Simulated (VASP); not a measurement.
# ScSnSe3 (Pm-3m) in VASP: single point with PBE

Aim: the single point of ScSnSe3 with PBE.

Program: VASP 6.6.1. These are calculated values, not measurements. Logs are shortened: lines on timing, memory, paths and dates and some standing lists are left out, and cuts for length are marked.

## 1. The cell of the first run

The structure is cubic, space group Pm-3m (No. 221). Conventional cell: a = 5.161 Å, b = 5.161 Å, c = 5.161 Å, α = 90.00°, β = 90.00°, γ = 90.00°. Within 3.4 Å of Sc (site symmetry m-3m) lie 6 Se at 2.58 Å. Within 4.8 Å of Sn (site symmetry m-3m) lie 12 Se at 3.65 Å and 8 Sc at 4.47 Å. Se (site symmetry 4/mmm) has 2 Sc at 2.58 Å within 3.4 Å.

## 2. Single point, PBE

The input, INCAR:

```
PREC     = Accurate       # precision mode
ENCUT    = 520            # plane-wave cutoff, eV
EDIFF    = 1E-6           # SCF threshold, eV
ISMEAR   = 0              # smearing method
SIGMA    = 0.1            # smearing width, eV
LREAL    = False          # projectors in reciprocal space
LASPH    = True           # aspherical terms in the spheres
NELM     = 100            # most SCF steps
ALGO     = Normal         # electronic algorithm
ISIF     = 2              # what is computed and relaxed
LWAVE    = False          # write WAVECAR
LCHARG   = False          # write CHGCAR
GGA      = PE             # functional
NBANDS   = 30             # bands
```

The input, KPOINTS:

```
Automatic mesh
0
Gamma
  8 8 8
```

The input, POSCAR:

```
ScSnSe3
1.0
    5.1605242826      0.0000000000      0.0000000000
    0.0000000000      5.1605242826      0.0000000000
    0.0000000000      0.0000000000      5.1605242826
Sc Sn Se
1 1 3
Direct
    0.5000000000      0.5000000000      0.5000000000
    0.0000000000      0.0000000000      0.0000000000
    0.0000000000      0.5000000000      0.5000000000
    0.5000000000      0.0000000000      0.5000000000
    0.5000000000      0.5000000000      0.0000000000
```

Potentials or basis: VASP PAW PBE potentials, release 64 (Sc_sv, Sn_d, Se).

On the command line:

```
cat potpaw_PBE.64/Sc_sv/POTCAR potpaw_PBE.64/Sn_d/POTCAR potpaw_PBE.64/Se/POTCAR > POTCAR
mpirun -np 1 vasp_std > vasp.out
```

OUTCAR:

```text
PREC = Accurate
   ENCUT = 520
   EDIFF = 1E-6
   ISMEAR = 0
   LREAL = False
   LASPH = True
   NELM = 100
   ISIF = 2
   GGA = PE

 ion  position               nearest neighbor table
   1  0.500  0.500  0.500-   3 2.58   4 2.58   5 2.58   5 2.58   4 2.58   3 2.58
   2  0.000  0.000  0.000-
   3  0.000  0.500  0.500-   1 2.58   1 2.58
   4  0.500  0.000  0.500-   1 2.58   1 2.58
   5  0.500  0.500  0.000-   1 2.58   1 2.58

  LATTYP: Found a simple cubic cell.
 ALAT       =     5.1605242826

  Lattice vectors:

 A1 = (   5.1605242826,   0.0000000000,   0.0000000000)
 A2 = (   0.0000000000,   5.1605242826,   0.0000000000)
 A3 = (   0.0000000000,   0.0000000000,   5.1605242826)

Analysis of symmetry for initial positions (statically):
=====================================================================
 Subroutine PRICEL returns:
 Original cell was already a primitive cell.

 Routine SETGRP: Setting up the symmetry group for a
 simple cubic supercell.

 Subroutine GETGRP returns: Found 48 space group operations
 (whereof 48 operations were pure point group operations)
 out of a pool of 48 trial point group operations.

The static configuration has the point symmetry O_h .

Analysis of symmetry for dynamics (positions and initial velocities):
=====================================================================
 Subroutine PRICEL returns:
 Original cell was already a primitive cell.

 Routine SETGRP: Setting up the symmetry group for a
 simple cubic supercell.

 Subroutine GETGRP returns: Found 48 space group operations
 (whereof 48 operations were pure point group operations)
 out of a pool of 48 trial point group operations.

The dynamic configuration has the point symmetry O_h .

 Subroutine INISYM returns: Found 48 space group operations
 (whereof 48 operations are pure point group operations),
 and found     1 'primitive' translations

----------------------------------------------------------------------------------------

                                     Primitive cell

  volume of cell :     137.4300

  direct lattice vectors                    reciprocal lattice vectors
     5.160524283  0.000000000  0.000000000     0.193778761  0.000000000  0.000000000
     0.000000000  5.160524283  0.000000000     0.000000000  0.193778761  0.000000000
     0.000000000  0.000000000  5.160524283     0.000000000  0.000000000  0.193778761

  length of vectors
     5.160524283  5.160524283  5.160524283     0.193778761  0.193778761  0.193778761

  position of ions in fractional coordinates (direct lattice)
     0.500000000  0.500000000  0.500000000
     0.000000000  0.000000000  0.000000000
     0.000000000  0.500000000  0.500000000
     0.500000000  0.000000000  0.500000000
     0.500000000  0.500000000  0.000000000

  ion indices of the primitive-cell ions
   primitive index   ion index
                 1           1
                 2           2
                 3           3
                 4           4
                 5           5

----------------------------------------------------------------------------------------

 KPOINTS: Automatic mesh

Automatic generation of k-mesh.
 Grid dimensions read from file:
 generate k-points for:    8    8    8

 Generating k-lattice:

  Cartesian coordinates                     Fractional coordinates (reciprocal lattice)
     0.024222345  0.000000000  0.000000000     0.125000000  0.000000000  0.000000000
     0.000000000  0.024222345  0.000000000     0.000000000  0.125000000  0.000000000
     0.000000000  0.000000000  0.024222345     0.000000000  0.000000000  0.125000000

  Length of vectors
     0.024222345  0.024222345  0.024222345

  Shift w.r.t. Gamma in fractional coordinates (k-lattice)
     0.000000000  0.000000000  0.000000000

 Subroutine IBZKPT returns following result:
 ===========================================

 Found     35 irreducible k-points:

 Following reciprocal coordinates:
            Coordinates               Weight
  0.000000  0.000000  0.000000      1.000000
  0.125000  0.000000  0.000000      6.000000
  0.250000  0.000000  0.000000      6.000000
  0.375000  0.000000  0.000000      6.000000
  0.500000  0.000000  0.000000      3.000000
  0.125000  0.125000  0.000000     12.000000
[... 16 lines left out ...]
  0.375000  0.375000  0.125000     24.000000
  0.500000  0.375000  0.125000     24.000000
 [... further k-points ...]
   k-points           NKPTS =     35   k-points in BZ     NKDIM =     35   number of bands    NBANDS=     30
   number of dos      NEDOS =    301   number of ions     NIONS =      5
   total plane-waves  NPLWV =  64000
   dimension x,y,z NGX =    40 NGY =   40 NGZ =   40
   dimension x,y,z NGXF=    80 NGYF=   80 NGZF=   80
   ions per type =               1   1   3
   NGX,Y,Z   is equivalent  to a cutoff of  12.89, 12.89, 12.89 a.u.
   NGXF,Y,Z  is equivalent  to a cutoff of  25.77, 25.77, 25.77 a.u.
 SYSTEM =  unknown system
   PREC   = accura    normal or accurate (medium, high low for compatibility)
   ISTART =      0    job   : 0-new  1-cont  2-samecut
   ICHARG =      2    charge: 1-file 2-atom 10-const
   ISPIN  =      1    spin polarized calculation?
   LNONCOLLINEAR =      F non collinear calculations
   LSORBIT =      F    spin-orbit coupling
   LASPH  =      T    aspherical Exc in radial PAW
   ENCUT  =  520.0 eV  38.22 Ry    6.18 a.u.   9.60  9.60  9.60*2*pi/ulx,y,z
   NELM   =    100;   NELMIN=  2; NELMDL= -5     # of ELM steps
   EDIFF  = 0.1E-05   stopping-criterion for ELM
   LREAL  =      F    real-space projection
   EDIFFG = 0.1E-04   stopping-criterion for IOM
   NSW    =      0    number of steps for IOM
   IBRION =     -1    ionic relax: 0-MD 1-quasi-New 2-CG
   NFREE  =      0    steps in history (QN), initial steepest desc. (CG)
   ISIF   =      2    stress and relaxation
   ISYM   =      2    0-nonsym 1-usesym 2-fastsym
   POTIM  = 0.5000    time-step for ionic-motion
   TEBEG  =    0.0;   TEEND  =   0.0 temperature during run
   PSTRESS=    0.0 pullay stress
   NELECT =      43.0000    total number of electrons
   NUPDOWN=      -1.0000    fix difference up-down
   EMIN   =  10.00;   EMAX   =-10.00  energy-range for DOS
   EFERMI =   0.00;   METHOD = LEGACY
   ISMEAR =     0;   SIGMA  =   0.10  broadening in eV -4-tet -1-fermi 0-gaus
   EFERMI_NEDOS =   21; number of points for ismear=-14 and -15
   IALGO  =     38    algorithm
   IMIX   =      4    mixing-type and parameters
     AMIX     =   0.40;   BMIX     =  1.00
     AMIX_MAG =   1.60;   BMIX_MAG =  1.00
  volume/ion in A,a.u.               =      27.49       185.48
  Fermi-wavevector in a.u.,A,eV,Ry     =   1.111400  2.100242 16.806059  1.235211
  Thomas-Fermi vector in A             =   2.247963
   LORBIT       =      0    0 simple, 1 ext, 2 COOP (PROOUT), +10 PAW based schemes
   GGA     = PE    functional components
   LHFCALC =     F    Hartree Fock is set to
   AEXX    =    0.0000 exact exchange contribution
   IVDW    =     0    specifies the selected vdW correction
   LEPSILON=     F    determine dielectric tensor
   LRPA    =     F    only Hartree local field effects (RPA)
 non-spin polarized calculation
 Gauss-broadening in eV      SIGMA  =   0.10
  energy-cutoff  :      520.00
  volume of cell :      137.43
 maximum number of plane-waves:      3755
 NGX is ok and might be reduce to    40
   NGX = 19   NGY = 19   NGZ = 19

 number of electron      42.9999990 magnetization

 Free energy of the ion-electron system (eV)
  ---------------------------------------------------
  ext. energy  EPLUGINS =         0.00000000
  ---------------------------------------------------
  free energy    TOTEN  =       -23.65523206 eV

  energy without entropy =      -23.64672164  energy(sigma->0) =      -23.65097685

 E-fermi :   3.1551     XC(G=0):  -9.2439

 val. band max:        3.0830727250   @ k =   0.2500   0.2500   0.2500
 cond. band min:       3.2062161236   @ k =   0.3750   0.2500   0.2500
 fundamental gap:      0.1231433986
 Fermi energy:         3.1550786360

 k-point     1 :       0.0000    0.0000    0.0000
  band No.  band energies     occupation
      1     -45.6380      2.00000
      2     -24.3167      2.00000
      3     -24.3167      2.00000
      4     -24.3167      2.00000
      5     -18.9720      2.00000
      6     -18.9720      2.00000
[... 22 lines left out ...]
     29       6.4153      0.00000
     30       6.4153      0.00000

 k-point     2 :       0.1250    0.0000    0.0000
  band No.  band energies     occupation
      1     -45.6380      2.00000
      2     -24.3177      2.00000
      3     -24.3167      2.00000
      4     -24.3167      2.00000
      5     -18.9720      2.00000
      6     -18.9719      2.00000
[... 22 lines left out ...]
     29       6.4226      0.00000
     30       6.7539      0.00000

 k-point     3 :       0.2500    0.0000    0.0000
  band No.  band energies     occupation
      1     -45.6381      2.00000
      2     -24.3201      2.00000
      3     -24.3166      2.00000
      4     -24.3166      2.00000
      5     -18.9719      2.00000
      6     -18.9715      2.00000
[... 22 lines left out ...]
     29       6.4353      0.00000
     30       7.1467      0.00000

 k-point     4 :       0.3750    0.0000    0.0000
  band No.  band energies     occupation
      1     -45.6381      2.00000
      2     -24.3224      2.00000
      3     -24.3164      2.00000
      4     -24.3164      2.00000
      5     -18.9719      2.00000
      6     -18.9711      2.00000
[... 22 lines left out ...]
     29       6.4440      0.00000
     30       7.3571      0.00000

 k-point     5 :       0.5000    0.0000    0.0000
  band No.  band energies     occupation
      1     -45.6381      2.00000
      2     -24.3234      2.00000
      3     -24.3164      2.00000
      4     -24.3164      2.00000
      5     -18.9719      2.00000
      6     -18.9709      2.00000
[... 22 lines left out ...]
     29       6.6492      0.00000
     30       7.4174      0.00000
[... 526 lines left out ...]
     29       7.1690      0.00000
     30       8.4519      0.00000

 k-point    22 :       0.5000    0.2500    0.1250
  band No.  band energies     occupation
      1     -45.6381      2.00000
      2     -24.3232      2.00000
      3     -24.3197      2.00000
      4     -24.3172      2.00000
      5     -18.9714      2.00000
      6     -18.9707      2.00000
[... 22 lines left out ...]
     29       7.1434      0.00000
     30       8.5370      0.00000

 k-point    23 :       0.3750    0.3750    0.1250
  band No.  band energies     occupation
      1     -45.6381      2.00000
      2     -24.3221      2.00000
      3     -24.3221      2.00000
      4     -24.3171      2.00000
      5     -18.9713      2.00000
      6     -18.9706      2.00000
[... 22 lines left out ...]
     29       7.2098      0.00000
     30       9.2160      0.00000

 k-point    24 :       0.5000    0.3750    0.1250
  band No.  band energies     occupation
      1     -45.6381      2.00000
      2     -24.3231      2.00000
      3     -24.3220      2.00000
      4     -24.3171      2.00000
      5     -18.9713      2.00000
      6     -18.9705      2.00000
[... 22 lines left out ...]
     29       7.1939      0.00000
     30       9.4751      0.00000

 [... further k-points ...]
[... 5 lines left out ...]
  --------------------------------------------------------------------------------------
  -------------------------------------------------------------------------------------
  Total        0.1052067      0.1052067      0.1052067     -0.0000000     -0.0000000      0.0000000
  in kB        1.2265140      1.2265140      1.2265140     -0.0000000     -0.0000000      0.0000000
  external PRESSURE =       1.2265140 kB  Pullay stress =       0.0000000 kB

 VOLUME and BASIS-vectors are now :
 -----------------------------------------------------------------------------
  energy-cutoff  :      520.00
  volume of cell :      137.43
      direct lattice vectors                 reciprocal lattice vectors
     5.160524283  0.000000000  0.000000000     0.193778761  0.000000000  0.000000000
     0.000000000  5.160524283  0.000000000     0.000000000  0.193778761  0.000000000
     0.000000000  0.000000000  5.160524283     0.000000000  0.000000000  0.193778761

 POSITION                                       TOTAL-FORCE (eV/Angst)
 -----------------------------------------------------------------------------------
      2.58026      2.58026      2.58026         0.000000      0.000000      0.000000
      0.00000      0.00000      0.00000         0.000000      0.000000      0.000000
      0.00000      2.58026      2.58026         0.000000      0.000000      0.000000
      2.58026      0.00000      2.58026         0.000000      0.000000      0.000000
      2.58026      2.58026      0.00000         0.000000      0.000000      0.000000
 -----------------------------------------------------------------------------------
    total drift:                                0.000000      0.000000     -0.000000

  FREE ENERGIE OF THE ION-ELECTRON SYSTEM (eV)
  ---------------------------------------------------
  free  energy   TOTEN  =       -23.6552320610 eV

  energy  without entropy=      -23.6467216370  energy(sigma->0) =      -23.65097685
```

It took 1.7 min on 1 thread of AMD EPYC 7R43 (Zen 3), shared host; peak memory 0.28 GiB.

Results:

- Free energy: -23.6552 eV
- Pressure: 0.1 GPa

Levels at points of the mesh, in eV from the Fermi level:
```
           k point  band 19  band 20  band 21  band 22  band 23  band 24  band 25  band 26
(0.00, 0.00, 0.00)    -0.63    -0.18    -0.18    -0.18     1.83     1.83     1.83     3.06
(0.50, 0.00, 0.00)    -1.14    -0.78    -0.08    -0.08     0.67     1.90     2.02     2.02
(0.50, 0.50, 0.00)    -1.74    -1.74    -1.72     0.62     0.84     2.58     2.58     3.46
(0.50, 0.50, 0.50)    -2.21     0.65     0.65     0.65     2.42     2.42     2.42     4.51
```

Caveat: spin-orbit coupling is left out, which moves the levels of the heavy elements.
